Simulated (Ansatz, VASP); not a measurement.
## AlN in VASP and in Ansatz

```
CELL_PARAMETERS angstrom
3.12977 0.00000 0.00000
-1.56488 2.71046 0.00000
0.00000 0.00000 5.01731
ATOMIC_POSITIONS crystal
Al 0.33333 0.66667 0.00023
Al 0.66667 0.33333 0.50023
N 0.33333 0.66667 0.38177
N 0.66667 0.33333 0.88177
```

Alike in both runs: functional PBE; k mesh 9 × 9 × 6; occupations gaussian, width 0.02 eV; no spin polarisation.

Ansatz relaxed the structure, and its values are those at the end. VASP's run is a single point on that final structure, the one shown.

|  | VASP | Ansatz |
| --- | --- | --- |
| version | VASP 6.6.1 | Ansatz 0.2.0 |
| potentials or method | VASP PAW PBE potentials, release 64 (Al, N), cutoff 520 eV | scalar-relativistic, plane waves, PAW |
| valence electrons in the cell | 16 | 16 |

VASP gave:

```
gap on the k mesh at the Fermi level (eV) : 4.05
least direct gap on the mesh (eV)         : 4.05
pressure (GPa)                            : -0.2
```

Which values does Ansatz return?

gap on the k mesh at the Fermi level (eV): 4.04; least direct gap on the mesh (eV): 4.04; pressure (GPa): 0.0.

The functional is the same, so the differences come from potentials, cutoffs and numerics.
